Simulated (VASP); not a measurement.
Here is a VASP 6.6.1 calculation.

The input POSCAR:

```
KBr
1.0
    4.6423870227      0.0000000000      0.0000000000
   -2.3211935114      4.0204250959      0.0000000000
    0.0000000000      0.0000000000      8.1076706831
K Br
2 2
Direct
    0.0000000000      0.0000000000      0.0000000000
    0.0000000000      0.0000000000      0.5000000000
    0.3333333333      0.6666666667      0.2500000000
    0.6666666667      0.3333333333      0.7500000000
```

INCAR.step1

```
SYSTEM = KBr
PREC     = Accurate       ! precision mode
ENCUT    = 600            ! plane-wave cutoff, eV
ISMEAR   = -1             ! smearing method
SIGMA    = 0.02           ! smearing width, eV
LREAL    = .False.        ! projectors in reciprocal space
LASPH    = .True.         ! aspherical terms in the spheres
NELM     = 60             ! most SCF steps
GGA      = PE             ! functional
ALGO     = Normal         ! electronic algorithm
EDIFF    = 1E-4           ! SCF threshold, eV
LWAVE    = .True.         ! write WAVECAR
LCHARG   = .False.        ! write CHGCAR
```

The input INCAR.step2:

```
SYSTEM = KBr
PREC     = Accurate       ! precision mode
ENCUT    = 600            ! plane-wave cutoff, eV
EDIFF    = 1E-6           ! SCF threshold, eV
ISMEAR   = -1             ! smearing method
SIGMA    = 0.02           ! smearing width, eV
LREAL    = .False.        ! projectors in reciprocal space
LASPH    = .True.         ! aspherical terms in the spheres
NELM     = 60             ! most SCF steps
ALGO     = Normal         ! electronic algorithm
ISIF     = 3              ! what is computed and relaxed
LWAVE    = .False.        ! write WAVECAR
LCHARG   = .False.        ! write CHGCAR
METAGGA  = R2SCAN         ! meta-GGA
LMIXTAU  = .True.       
IBRION   = 2              ! ionic algorithm
NSW      = 80             ! ionic steps
EDIFFG   = -0.005         ! ionic threshold
ISTART   = 1
```

KPOINTS

```
regular mesh
0
Gamma
  6 6 4
  0 0 0
```

Potentials or basis: VASP PAW PBE potentials, release 64 (K_sv, Br).

The run is started by

```bash
$ cat potpaw_PBE.64/K_sv/POTCAR potpaw_PBE.64/Br/POTCAR > POTCAR
$ cp INCAR.step1 INCAR
$ mpirun -np 1 vasp_std > vasp.out
$ cp INCAR.step2 INCAR
$ mpirun -np 1 vasp_std > vasp.out
```

Q: What does it give for the band gap on the k mesh?

A: 4.99 eV, direct.

Q: What does it give for the relaxed volume?

A: 36.19 Å³/atom.

Final structure:
```cif
data_structure
_symmetry_space_group_name_H-M 'P 1'
_symmetry_Int_Tables_number 1
_cell_length_a 4.5680
_cell_length_b 4.5680
_cell_length_c 8.0101
_cell_angle_alpha 90.000
_cell_angle_beta 90.000
_cell_angle_gamma 120.000
_cell_volume 144.75
loop_
_atom_site_label
_atom_site_type_symbol
_atom_site_fract_x
_atom_site_fract_y
_atom_site_fract_z
_atom_site_occupancy
K1 K 0.00000 0.00000 0.00000 1
K2 K 0.00000 0.00000 0.50000 1
Br1 Br 0.33333 0.66667 0.25000 1
Br2 Br 0.66667 0.33333 0.75000 1
```

Caveat: the PAW data sets were made with another functional, which shifts forces and pressure a little. r2SCAN opens gaps a little over a GGA but as a rule still falls short of measured ones.
